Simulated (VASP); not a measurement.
HfN, 2 atoms in the cell. The structure is tetragonal, space group I4/mmm (No. 139). The conventional cell has a = 3.216 Å, b = 3.216 Å, c = 4.654 Å, α = 90.00°, β = 90.00°, γ = 90.00°. Hf (site symmetry 4/mmm) has 6 N at 2.27 to 2.33 Å within 3.0 Å. Within 3.0 Å of N (site symmetry 4/mmm) lie 6 Hf at 2.27 to 2.33 Å.  This cell differs from its parent crystal: mode 5 frozen in at +0.000 Å, normal strain along y +0.0233.

* Program: VASP 6.6.1
* Task: single point
* Functional: PBE
* Potentials or basis: VASP PAW PBE potentials, release 64 (Hf_pv, N)
* Cutoff: 520 eV
* k mesh: 16 × 16 × 16
* Occupations: gaussian, width 0.15 eV
* Spin: no spin polarisation
* Dipole correction: no
* Further INCAR settings: ALGO = Normal; EDIFF = 1e-06; NBANDS = 14

Potentials or basis: VASP PAW PBE potentials, release 64 (Hf_pv, N).

The run is started by

```console
$ cat potpaw_PBE.64/Hf_pv/POTCAR potpaw_PBE.64/N/POTCAR > POTCAR
$ mpirun -np 1 vasp_std > vasp.out
```

Hardware: 1 thread of Intel Xeon 6975P-C, with other jobs on the host.

Question: Estimate the wall time of this run.

Answer: It took 43 s on 1 thread of Intel Xeon 6975P-C (shared host), peak memory 0.24 GiB. Counts: scf iterations 13, k points 349.
